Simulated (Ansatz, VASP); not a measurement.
Two plane-wave programs on GaN

```
CELL_PARAMETERS angstrom
0.00000 2.00583 2.10852
2.00583 0.00000 2.10852
2.00583 2.00583 0.00000
ATOMIC_POSITIONS crystal
Ga 0.00000 0.00000 0.00000
N 0.50000 0.50000 0.50000
```

Change from the starting cell: biaxial_xy strain -4.9%.

Alike in both runs: task single point; functional r2SCAN; k mesh 10 × 10 × 10; no spin polarisation.

|  | VASP | Ansatz |
| --- | --- | --- |
| version | VASP 6.6.1 | Ansatz 0.2.0 |
| potentials or method | VASP PAW PBE potentials, release 64 (Ga_d, N) | plane waves, PAW |
| plane-wave cutoff (eV) | 520 | 500 |
| occupations | gaussian, width 0.01 eV | fixed |
| valence electrons in the cell | 18 | 18 |

Ansatz gave:

```
gap on the k mesh at the Fermi level (eV)                     : 1.60
pressure (GPa)                                                : 31.8
traceless stress, the component that is largest in VASP (GPa) : -11.47
```

Q: Which values does VASP return?

A: gap on the k mesh at the Fermi level (eV): 1.57; pressure (GPa): 33.7; traceless stress, the component that is largest in VASP (GPa): -11.95.

VASP's potentials were made for PBE, not for r2SCAN. Both programs put the cell under a high pressure, so it lies far from rest at this level.
